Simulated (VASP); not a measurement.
Here is a VASP 6.6.1 calculation.

The input POSCAR:

```
I
1.0
    0.0000000000      2.8664255572      2.8664255572
    2.8664255572      0.0000000000      2.8664255572
    2.8664255572      2.8664255572      0.0000000000
I
1
Direct
    0.0000000000      0.0000000000      0.0000000000
```

Contents of INCAR.step1:

```
  PREC = Accurate
  ENCUT = 600
  ISMEAR = 0
  SIGMA = 0.1
  LREAL = False
  LASPH = True
  NELM = 100
  GGA = PE
  ALGO = Normal
  EDIFF = 1E-4
  LWAVE = True
  LCHARG = False
```

Contents of INCAR.step2:

```
  PREC = Accurate
  ENCUT = 600
  EDIFF = 1E-7
  ISMEAR = 0
  SIGMA = 0.1
  LREAL = False
  LASPH = True
  NELM = 100
  ALGO = Normal
  ISIF = 3
  LWAVE = False
  LCHARG = False
  METAGGA = R2SCAN
  LMIXTAU = True
  IBRION = 2
  NSW = 100
  EDIFFG = -0.01
  ISTART = 1
```

The input KPOINTS:

```
Automatic mesh
0
Gamma
  12 12 12
```

Potentials or basis: VASP PAW PBE potentials, release 64 (I).

Run with:

```sh
$ cat potpaw_PBE.64/I/POTCAR > POTCAR
$ cp INCAR.step1 INCAR
$ mpirun -np 1 vasp_std > vasp.out
$ cp INCAR.step2 INCAR
$ mpirun -np 1 vasp_std > vasp.out
```

Q: What does it give for the relaxed cell?

A: a = 3.685 Å, b = 3.685 Å, c = 3.685 Å, α = 60.00°, β = 60.00°, γ = 60.00°.

Q: What does it give for the space group after relaxing (to 0.1 Å)?

A: Fm-3m (No. 225).

Q: Predict the relaxed volume.

A: 35.38 Å³/atom.

Q: Estimate the band gap on the k mesh.

A: Zero (an odd number of electrons rules out a gap without spin polarisation).

Final structure:
```yaml
crystal:
  lattice:
    - [0.00000, 2.60566, 2.60566]
    - [2.60566, 0.00000, 2.60566]
    - [2.60566, 2.60566, 0.00000]
  atoms:
    - { symbol: I, position: [0.00000, 0.00000, 0.00000] }
```

Caveat: the volume moved by over 15 % at a fixed basis, so the end points are rough; the PAW data sets were made with another functional, which shifts forces and pressure a little; spin-orbit coupling is left out, which moves the levels of the heavy elements; an odd number of electrons without spin polarisation forces a metal; a magnetic or distorted state may lie lower.
